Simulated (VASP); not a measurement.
Input of a VASP 6.6.1 run:

The input INCAR:

```
PREC     = Accurate       # precision mode
ENCUT    = 520            # plane-wave cutoff, eV
EDIFF    = 1E-6           # SCF threshold, eV
ISMEAR   = -1             # smearing method
SIGMA    = 0.05           # smearing width, eV
LREAL    = F              # projectors in reciprocal space
LASPH    = T              # aspherical terms in the spheres
NELM     = 100            # most SCF steps
ALGO     = Normal         # electronic algorithm
ISIF     = 2              # what is computed and relaxed
LWAVE    = F              # write WAVECAR
LCHARG   = F              # write CHGCAR
GGA      = PS             # functional
NBANDS   = 9              # bands
```

Contents of KPOINTS:

```
regular mesh
0
Gamma
  8 8 8
```

The input POSCAR:

```
LiH
1.0
    0.0000000000      2.0367500000      2.0367500000
    2.0367500000      0.0000000000      2.0367500000
    2.0367500000      2.0367500000      0.0000000000
Li H
1 1
Direct
    0.0000000000      0.0000000000      0.0000000000
    0.5000000000      0.5000000000      0.5000000000
```

Potentials or basis: VASP PAW PBE potentials, release 64 (Li_sv, H).

Run with:

```console
$ cat potpaw_PBE.64/Li_sv/POTCAR potpaw_PBE.64/H/POTCAR > POTCAR
$ mpirun -np 1 vasp_std > vasp.out
```

**Question.** Predict the band gap on the k mesh.

**Answer.** 2.78 eV, direct.

 As with any semilocal functional, this PBEsol gap is likely too small.
